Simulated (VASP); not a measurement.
Wanted: the native input for a VASP 6.6.1 run.

* Task: single point
* Functional: PBE
* Potentials or basis: VASP PAW PBE potentials, release 64 (V_sv)
* Cutoff: 520 eV
* k mesh: 16 × 16 × 16
* Occupations: fermi-dirac, width 0.05 eV
* Spin: collinear spin, ferromagnetic start
* Starting moments: [1.453, 1.453] μB
* Dipole correction: no
* Further INCAR settings: ALGO = Normal; EDIFF = 1e-06; NBANDS = 24

The structure of V lies in POSCAR:

```
V
1.0
    0.0000000000      2.8052126531      2.8052126531
    2.8052126531      0.0000000000      2.8052126531
    2.8052126531      2.8052126531      0.0000000000
V
2
Direct
    0.1250000000      0.1250000000      0.1250000000
    0.8750000000      0.8750000000      0.8750000000
```

This isn't the form of V at room conditions, which is bcc.

The input as run:

INCAR

```
  PREC = Accurate
  ENCUT = 520
  EDIFF = 1E-6
  ISMEAR = -1
  SIGMA = 0.05
  LREAL = F
  LASPH = T
  NELM = 150
  ALGO = Normal
  ISIF = 2
  LWAVE = F
  LCHARG = T
  ISPIN = 2
  MAGMOM = 1.453 1.453
  LORBIT = 11
  LMAXMIX = 4
  GGA = PE
  LELF = T
  LVHAR = T
  NBANDS = 24
```

KPOINTS

```
Automatic mesh
0
Gamma
  16 16 16
```

Potentials or basis: VASP PAW PBE potentials, release 64 (V_sv).

Command:

```console
$ cat potpaw_PBE.64/V_sv/POTCAR > POTCAR
$ mpirun -np 1 vasp_std > vasp.out
```

It gave:

```json
{
 "Pressure": "-3.9 GPa",
 "Net moment": "3.88 μB per cell",
 "Site moments": "V +1.73 μB",
 "Valence electrons inside the program's atomic spheres": "V 11.57"
}
```

Caveat: the cell stands under tension.

Run time: 5.5 min on 1 thread of Oxide Virtual Turin-like Processor (shared host), peak memory 0.3 GiB.
